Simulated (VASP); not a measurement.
A run of VASP 6.6.1 is set up as follows.

Contents of INCAR:

```
  PREC = Accurate
  ENCUT = 520
  EDIFF = 1E-6
  ISMEAR = -1
  SIGMA = 0.05
  LREAL = False
  LASPH = True
  NELM = 100
  ALGO = Normal
  ISIF = 2
  LWAVE = False
  LCHARG = True
  GGA = RP
  IVDW = 12
  LELF = True
  LVHAR = True
  NBANDS = 19
```

The input KPOINTS:

```
Automatic mesh
0
Gamma
  8 8 4
```

File POSCAR:

```
TiTe2
1.0
    3.2393931453      0.0000000000      0.0000000000
   -1.6196965726      2.8053967567      0.0000000000
    0.0000000000      0.0000000000      5.9985376705
Te Ti
2 1
Direct
    0.3333333333      0.6666666667      0.6991257149
    0.6666666667      0.3333333333      0.3008742851
    0.0000000000      0.0000000000      0.0000000000
```

Potentials or basis: VASP PAW PBE potentials, release 64 (Te, Ti_sv).

Command:

```sh
$ cat potpaw_PBE.64/Te/POTCAR potpaw_PBE.64/Ti_sv/POTCAR > POTCAR
$ mpirun -np 1 vasp_std > vasp.out
```

(1) Predict the pressure.

(2) Estimate the largest force.

Results:

(1) -0.2 GPa.

(2) 0.003 eV/Å.

Caveat: the dispersion term is far too large for a dense solid, which distorts pressure and volume; the PAW data sets were made with another functional, which shifts forces and pressure a little.
